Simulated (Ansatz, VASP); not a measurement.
TiAl: VASP beside Ansatz

```
Ti Al
1.0
     2.88997    0.00000    0.00000
    -1.44499    2.50279    0.00000
     0.00000    0.00000    4.43445
Ti Al
1 1
Direct
  0.00000 0.00000 0.96794
  0.33333 0.66667 0.53206
```

Alike in both runs: task single point; functional PBEsol; k mesh 15 × 15 × 8; occupations gaussian, width 0.1 eV; no spin polarisation.

|  | VASP | Ansatz |
| --- | --- | --- |
| version | VASP 6.6.1 | Ansatz 0.2.0 |
| potentials or method | VASP PAW PBE potentials, release 64 (Ti_sv, Al), cutoff 520 eV | scalar-relativistic, plane waves, PAW |
| valence electrons in the cell | 15 | 15 |

```csv
,VASP,Ansatz,Ansatz less VASP
gap on the k mesh at the Fermi level (eV),none,none,-
pressure (GPa),7.0,7.0,+0.03
"traceless stress, the component that is largest in VASP (GPa)",7.80,7.74,-0.062
rms of the force components (eV/Å),1.591,1.589,-0.0019
```

VASP's potentials were made for PBE, not for PBEsol. Atom by atom the forces differ by 0.002 eV/Å (rms over components). A gap of «none» marks a metal or a gap that the smearing closes. With one functional, cell and mesh, what is left measures potentials, basis and numerics.
